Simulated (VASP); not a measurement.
# AlAs (m.hse) (Imm2) in VASP: single point with HSE06

Aim: the single point of AlAs (m.hse) with HSE06.

Everything below comes from runs of VASP 6.6.1. Logs are shortened: lines on timing, memory, paths and dates and some standing lists are left out, and cuts for length are marked.

**1. The cell of the first run**

The typed cell holds 4 atoms: a = 4.052 Å, b = 5.730 Å, c = 4.050 Å, α = 90.00°, β = 90.00°, γ = 90.00°.

**2. Single point, HSE06**

POSCAR

```
AlAs
1.0
    4.0519991848      0.0000000000      0.0000000000
    0.0000000000      5.7303922018      0.0000000000
    0.0000000000      0.0000000000      4.0499870685
Al As
2 2
Direct
    0.0000000000     -0.0000136732      0.0000000000
    0.5000000000      0.4999863268      0.5000000000
    0.0000000000      0.2500136732      0.5000000000
    0.5000000000      0.7500136732      0.0000000000
```

INCAR.step1

```
  ALGO = Normal
  EDIFF = 1E-5
  ENCUT = 400
  GGA = PE
  GGA_COMPAT = F
  ISIF = 2
  ISMEAR = 0
  LASPH = T
  LCHARG = F
  LREAL = F
  LWAVE = T
  NBANDS = 16
  NELM = 120
  PREC = Accurate
  SIGMA = 0.01
```

INCAR.step2

```
  ALGO = Normal
  EDIFF = 1E-6
  ENCUT = 400
  GGA = PE
  GGA_COMPAT = F
  HFSCREEN = 0.2079
  ISIF = 2
  ISMEAR = 0
  ISTART = 1
  LASPH = T
  LCHARG = F
  LHFCALC = T
  LREAL = F
  LWAVE = F
  NBANDS = 16
  NELM = 120
  PREC = Accurate
  PRECFOCK = Normal
  SIGMA = 0.01
```

KPOINTS

```
k-points
0
Gamma
  4 4 4
```

Potentials or basis: VASP PAW PBE potentials, release 64 (Al, As).

Command:

```console
> cat potpaw_PBE.64/Al/POTCAR potpaw_PBE.64/As/POTCAR > POTCAR
> cp INCAR.step1 INCAR
> mpirun -np 1 vasp_std > vasp.out
> cp INCAR.step2 INCAR
> mpirun -np 1 vasp_std > vasp.out
```

OUTCAR:

```text
EDIFF = 1E-6
   ENCUT = 400
   GGA = PE
   HFSCREEN = 0.2079
   ISIF = 2
   ISMEAR = 0
   ISTART = 1
   LASPH = T
   LHFCALC = T
   LREAL = F
   NELM = 120
   PREC = Accurate
   PRECFOCK = Normal

 ion  position               nearest neighbor table
   1  0.000  1.000  0.000-   3 2.48   3 2.48   4 2.48   4 2.48
   2  0.500  0.500  0.500-   4 2.48   4 2.48   3 2.48   3 2.48
   3  0.000  0.250  0.500-   1 2.48   1 2.48   2 2.48   2 2.48
   4  0.500  0.750  0.000-   2 2.48   2 2.48   1 2.48   1 2.48

  LATTYP: Found a simple orthorhombic cell.
 ALAT       =     4.0499870685
 B/A-ratio  =     1.0004968204
 C/A-ratio  =     1.4149161725

  Lattice vectors:

 A1 = (   0.0000000000,   0.0000000000,   4.0499870685)
 A2 = (   4.0519991848,   0.0000000000,   0.0000000000)
 A3 = (   0.0000000000,   5.7303922018,   0.0000000000)

Analysis of symmetry for initial positions (statically):
=====================================================================
 Subroutine PRICEL returns following result:

  LATTYP: Found a body centered orthorhombic cell.
 ALAT       =     4.0499870685
 B/A-ratio  =     1.0004968204
 C/A-ratio  =     1.4149161725

  Lattice vectors:

 A1 = (  -2.0259995924,  -2.8651961009,  -2.0249935343)
 A2 = (   2.0259995924,  -2.8651961009,   2.0249935343)
 A3 = (  -2.0259995924,   2.8651961009,   2.0249935343)

   2 primitive cells build up your supercell.

 Routine SETGRP: Setting up the symmetry group for a
 simple orthorhombic supercell.

 Subroutine GETGRP returns: Found  4 space group operations
 (whereof  4 operations were pure point group operations)
 out of a pool of  8 trial point group operations.

The static configuration has the point symmetry C_2v.

Analysis of symmetry for dynamics (positions and initial velocities):
=====================================================================
 Subroutine PRICEL returns following result:

  LATTYP: Found a body centered orthorhombic cell.
 ALAT       =     4.0499870685
 B/A-ratio  =     1.0004968204
 C/A-ratio  =     1.4149161725

  Lattice vectors:

 A1 = (  -2.0259995924,  -2.8651961009,  -2.0249935343)
 A2 = (   2.0259995924,  -2.8651961009,   2.0249935343)
 A3 = (  -2.0259995924,   2.8651961009,   2.0249935343)

   2 primitive cells build up your supercell.

 Routine SETGRP: Setting up the symmetry group for a
 simple orthorhombic supercell.

 Subroutine GETGRP returns: Found  4 space group operations
 (whereof  4 operations were pure point group operations)
 out of a pool of  8 trial point group operations.

The dynamic configuration has the point symmetry C_2v.

 Subroutine INISYM returns: Found  4 space group operations
 (whereof  4 operations are pure point group operations),
 and found     2 'primitive' translations

----------------------------------------------------------------------------------------

                                     Primitive cell

  volume of cell :      47.0194

  direct lattice vectors                    reciprocal lattice vectors
    -2.025999592 -2.865196101 -2.024993534    -0.246791757 -0.174508125  0.000000000
     2.025999592 -2.865196101  2.024993534    -0.000000000 -0.174508125  0.246914369
    -2.025999592  2.865196101  2.024993534    -0.246791757  0.000000000  0.246914369

  length of vectors
     4.051496249  4.051496249  4.051496249     0.302256939  0.302357059  0.349102960

  position of ions in fractional coordinates (direct lattice)
     0.000013673  0.000013673  0.000000000
     0.749986327  0.249986327  0.500000000

  ion indices of the primitive-cell ions
   primitive index   ion index
                 1           1
                 2           4

----------------------------------------------------------------------------------------

 KPOINTS: k-points

Automatic generation of k-mesh.
 Grid dimensions read from file:
 generate k-points for:    4    4    4

 Generating k-lattice:

  Cartesian coordinates                     Fractional coordinates (reciprocal lattice)
     0.061697939  0.000000000  0.000000000     0.250000000  0.000000000  0.000000000
     0.000000000  0.043627031  0.000000000     0.000000000  0.250000000  0.000000000
     0.000000000  0.000000000  0.061728592     0.000000000  0.000000000  0.250000000

  Length of vectors
     0.061697939  0.043627031  0.061728592

  Shift w.r.t. Gamma in fractional coordinates (k-lattice)
     0.000000000  0.000000000  0.000000000

 Subroutine IBZKPT returns following result:
 ===========================================

 Found     27 irreducible k-points:

 Following reciprocal coordinates:
            Coordinates               Weight
  0.000000  0.000000  0.000000      1.000000
  0.250000  0.000000  0.000000      2.000000
  0.500000  0.000000  0.000000      1.000000
  0.000000  0.250000  0.000000      2.000000
  0.250000  0.250000  0.000000      4.000000
  0.500000  0.250000  0.000000      2.000000
[... 16 lines left out ...]
  0.250000  0.250000  0.500000      4.000000
  0.500000  0.250000  0.500000      2.000000
 [... further k-points ...]
   k-points           NKPTS =     27   k-points in BZ     NKDIM =     64   number of bands    NBANDS=     16
   number of dos      NEDOS =    301   number of ions     NIONS =      4
   total plane-waves  NPLWV =  31360
   dimension x,y,z NGX =    28 NGY =   40 NGZ =   28
   dimension x,y,z NGXF=    56 NGYF=   80 NGZF=   56
   ions per type =               2   2
   NGX,Y,Z   is equivalent  to a cutoff of  11.49, 11.60, 11.49 a.u.
   NGXF,Y,Z  is equivalent  to a cutoff of  22.98, 23.21, 22.99 a.u.
 SYSTEM =  unknown system
   PREC   = accura    normal or accurate (medium, high low for compatibility)
   ISTART =      1    job   : 0-new  1-cont  2-samecut
   ICHARG =      0    charge: 1-file 2-atom 10-const
   ISPIN  =      1    spin polarized calculation?
   LNONCOLLINEAR =      F non collinear calculations
   LSORBIT =      F    spin-orbit coupling
   LASPH  =      T    aspherical Exc in radial PAW
   ENCUT  =  400.0 eV  29.40 Ry    5.42 a.u.   6.61  9.34  6.60*2*pi/ulx,y,z
   NELM   =    120;   NELMIN=  2; NELMDL=  0     # of ELM steps
   EDIFF  = 0.1E-05   stopping-criterion for ELM
   LREAL  =      F    real-space projection
   EDIFFG = 0.1E-04   stopping-criterion for IOM
   NSW    =      0    number of steps for IOM
   IBRION =     -1    ionic relax: 0-MD 1-quasi-New 2-CG
   NFREE  =      0    steps in history (QN), initial steepest desc. (CG)
   ISIF   =      2    stress and relaxation
   ISYM   =      3    0-nonsym 1-usesym 2-fastsym
   POTIM  = 0.5000    time-step for ionic-motion
   TEBEG  =    0.0;   TEEND  =   0.0 temperature during run
   PSTRESS=    0.0 pullay stress
   NELECT =      16.0000    total number of electrons
   NUPDOWN=      -1.0000    fix difference up-down
   EMIN   =  10.00;   EMAX   =-10.00  energy-range for DOS
   EFERMI =   0.00;   METHOD = LEGACY
   ISMEAR =     0;   SIGMA  =   0.01  broadening in eV -4-tet -1-fermi 0-gaus
   EFERMI_NEDOS =   21; number of points for ismear=-14 and -15
   IALGO  =     38    algorithm
   IMIX   =      1    mixing-type and parameters
     AMIX     =   0.40;   BMIX     =  1.00
     AMIX_MAG =   1.60;   BMIX_MAG =  1.00
  volume/ion in A,a.u.               =      23.51       158.65
  Fermi-wavevector in a.u.,A,eV,Ry     =   0.907150  1.714265 11.196519  0.822921
  Thomas-Fermi vector in A             =   2.030923
   LORBIT       =      0    0 simple, 1 ext, 2 COOP (PROOUT), +10 PAW based schemes
   GGA     = PE    functional components
   LHFCALC =     T    Hartree Fock is set to
   PRECFOCK=normal    Normal, Fast or Accurate (Low or Medium for compatibility)
   ENCUT4O =  -1.0   cutoff for four orbital integrals eV
   NKREDX  =     1    reduce k-point grid by
   NKREDY  =     1    reduce k-point grid by
   NKREDZ  =     1    reduce k-point grid by
   AEXX    =    0.2500 exact exchange contribution
   HFSCREEN=    0.2079 screening length (either q_TF or 0.3 A-1)
   HFSCREENC=   0.2079 screening length for correlation (either q_TF or 0.3 A-1)
   ENCUTFOCK=  -1.0 apply spherical cutoff to Coloumb kernel
   IVDW    =     0    specifies the selected vdW correction
   LEPSILON=     F    determine dielectric tensor
   LRPA    =     F    only Hartree local field effects (RPA)
 non-spin polarized calculation
 Gauss-broadening in eV      SIGMA  =   0.01
  energy-cutoff  :      400.00
  volume of cell :       94.04
 maximum number of plane-waves:      1744
 NGX is ok and might be reduce to    28
  NGX = 20; NGY = 30; NGZ = 20

 number of electron      16.0000006 magnetization

 Free energy of the ion-electron system (eV)
  ---------------------------------------------------
  ext. energy  EPLUGINS =         0.00000000
  ---------------------------------------------------
  free energy    TOTEN  =       -21.86344318 eV

  energy without entropy =      -21.86344318  energy(sigma->0) =      -21.86344318

 E-fermi :   3.2047     XC(G=0):  -7.4388

 val. band max:        3.1454624800   @ k =   0.0000   0.0000   0.0000
 cond. band min:       5.2803023414   @ k =   0.5000   0.0000   0.5000
 fundamental gap:      2.1348398614
 Fermi energy:         3.2046809313

 k-point     1 :       0.0000    0.0000    0.0000
  band No.  band energies     occupation
      1      -9.7265      2.00000
      2      -7.6216      2.00000
      3      -2.7063      2.00000
      4       0.8331      2.00000
      5       0.8381      2.00000
      6       3.1297      2.00000
[... 8 lines left out ...]
     15      12.8100      0.00000
     16      13.1393      0.00000

 k-point     2 :       0.2500    0.0000    0.0000
  band No.  band energies     occupation
      1      -9.3015      2.00000
      2      -7.6566      2.00000
      3      -2.4361      2.00000
      4      -0.4129      2.00000
      5       0.5687      2.00000
      6       1.2347      2.00000
[... 8 lines left out ...]
     15      11.5479      0.00000
     16      12.2608      0.00000
[... 387 lines left out ...]
      5       0.3018      2.00000
      6       0.3018      2.00000
[... 8 lines left out ...]
     15      10.9740      0.00000
     16      10.9740      0.00000

 k-point    24 :       0.5000    0.2500    0.5000
  band No.  band energies     occupation
      1      -7.6069      2.00000
      2      -7.6069      2.00000
      3      -2.5493      2.00000
      4      -2.5493      2.00000
      5       0.3271      2.00000
      6       0.3271      2.00000
[... 8 lines left out ...]
     15      12.8900      0.00000
     16      12.8900      0.00000

 [... further k-points ...]

------------------------ aborting loop because EDIFF is reached ----------------------------------------

  FORCE on cell =-STRESS in cart. coord.  units (eV):
  Direction    XX          YY          ZZ          XY          YZ          ZX
  --------------------------------------------------------------------------------------
  -------------------------------------------------------------------------------------
  Total       -1.0203968     -1.4226473     -0.9812434      0.0000000      0.0000000      0.0000000
  in kB      -17.3849054    -24.2382069    -16.7178339      0.0000000      0.0000000      0.0000000
  external PRESSURE =     -19.4469821 kB  Pullay stress =       0.0000000 kB

 VOLUME and BASIS-vectors are now :
 -----------------------------------------------------------------------------
  energy-cutoff  :      400.00
  volume of cell :       94.04
      direct lattice vectors                 reciprocal lattice vectors
     4.051999185  0.000000000  0.000000000     0.246791757  0.000000000  0.000000000
     0.000000000  5.730392202  0.000000000     0.000000000  0.174508125  0.000000000
     0.000000000  0.000000000  4.049987069     0.000000000  0.000000000  0.246914369

 POSITION                                       TOTAL-FORCE (eV/Angst)
 -----------------------------------------------------------------------------------
      0.00000      5.73031      0.00000        -0.000000     -0.001892     -0.000000
      2.02600      2.86512      2.02499        -0.000000     -0.001892     -0.000000
      0.00000      1.43268      2.02499         0.000000      0.001892      0.000000
      2.02600      4.29787      0.00000         0.000000      0.001892      0.000000
 -----------------------------------------------------------------------------------
    total drift:                               -0.000000     -0.000003     -0.000000

  FREE ENERGIE OF THE ION-ELECTRON SYSTEM (eV)
  ---------------------------------------------------
  free  energy   TOTEN  =       -21.8634431785 eV

  energy  without entropy=      -21.8634431785  energy(sigma->0) =      -21.86344318
```

Wall time 12 min (1 thread of Intel Xeon 6975P-C (Granite Rapids), shared host); peak memory 0.29 GiB.

Results:

```
Free energy            : -21.8634 eV
Pressure               : -1.9 GPa
Band gap on the k mesh : 2.13 eV
```

Stress tensor (GPa, compression positive):
```
-1.74  0.00  0.00
 0.00 -2.42  0.00
 0.00  0.00 -1.67
```

Levels at points of the mesh, in eV from the valence-band top:
```csv
k point,band 4,band 5,band 6,band 7,band 8,band 9,band 10,band 11,band 12,band 13
"(0.00, 0.00, 0.00)",-2.31,-2.31,-0.02,-0.01,0.00,2.15,2.62,2.98,5.06,5.07
"(0.50, 0.00, 0.00)",-4.87,-2.99,-2.99,-0.96,-0.96,4.14,4.14,6.54,6.54,6.78
"(0.00, 0.50, 0.00)",-3.42,-1.42,-1.42,-1.41,-1.41,3.30,3.30,4.51,4.51,7.70
"(0.50, 0.50, 0.00)",-5.96,-0.89,-0.89,-0.88,-0.88,2.77,2.77,5.50,5.50,5.50
"(0.00, 0.00, 0.50)",-4.87,-2.99,-2.99,-0.96,-0.96,4.14,4.14,6.54,6.54,6.78
"(0.50, 0.00, 0.50)",-5.85,-2.30,-2.30,-2.30,-2.30,2.13,2.13,2.97,2.97,11.34
"(0.00, 0.50, 0.50)",-5.96,-0.89,-0.89,-0.88,-0.88,2.76,2.76,5.50,5.50,5.51
"(0.50, 0.50, 0.50)",-5.50,-3.31,-3.31,-2.93,-2.93,5.08,5.08,6.42,6.42,6.56
```

Caveat: the PAW data sets were made with another functional, which shifts forces and pressure a little. A k mesh can miss the band edges.
